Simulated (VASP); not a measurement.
Write the native input for VASP 6.6.1 that does the following.

```yaml
Task: single point
Functional: PBEsol
Potentials_or_basis: VASP PAW PBE potentials, release 64 (Ir)
Cutoff: 520 eV
k_mesh: 6 × 6 × 8
Occupations: gaussian, width 0.1 eV
Spin: no spin polarisation
Dipole_correction: no
Further_INCAR_settings: ALGO = Normal; EDIFF = 1e-06; NBANDS = 20
```

The structure of Ir lies in POSCAR:

```
Ir
1.0
    4.3337426501      0.0000000000      0.0000000000
   -2.1668713251      3.7531312285      0.0000000000
    0.0000000000      0.0000000000      2.6698816608
Ir
3
Direct
    0.0000000000      0.0000000000      0.0000000000
    0.3333333333      0.6666666667      0.5000000000
    0.6666666667      0.3333333333      0.5000000000
```

This isn't the form of Ir at room conditions, which is fcc.

One way to write it, as run:

INCAR

```
SYSTEM = Ir
PREC     = Accurate       ! precision mode
ENCUT    = 520            ! plane-wave cutoff, eV
EDIFF    = 1E-6           ! SCF threshold, eV
ISMEAR   = 0              ! smearing method
SIGMA    = 0.1            ! smearing width, eV
LREAL    = .False.        ! projectors in reciprocal space
LASPH    = .True.         ! aspherical terms in the spheres
NELM     = 80             ! most SCF steps
ALGO     = Normal         ! electronic algorithm
ISIF     = 2              ! what is computed and relaxed
LWAVE    = .False.        ! write WAVECAR
LCHARG   = .True.         ! write CHGCAR
GGA      = PS             ! functional
LELF     = .True.         ! ELF
LVHAR    = .True.       
NBANDS   = 20             ! bands
```

KPOINTS

```
regular mesh
0
Gamma
  6 6 8
  0 0 0
```

Potentials or basis: VASP PAW PBE potentials, release 64 (Ir).

Launch:

```bash
$ cat potpaw_PBE.64/Ir/POTCAR > POTCAR
$ mpirun -np 1 vasp_std > vasp.out
```

It gave:

```json
{
  "Pressure": "0.8 GPa",
  "Band gap on the k mesh": "zero (an odd number of electrons rules out a gap without spin polarisation)"
}
```

Caveat: the PAW data sets were made with another functional, which shifts forces and pressure a little; spin-orbit coupling is left out, which moves the levels of the heavy elements.

It took 32 s on 1 thread of Intel Xeon 8259CL, with other jobs on the host, peak memory 0.17 GiB.
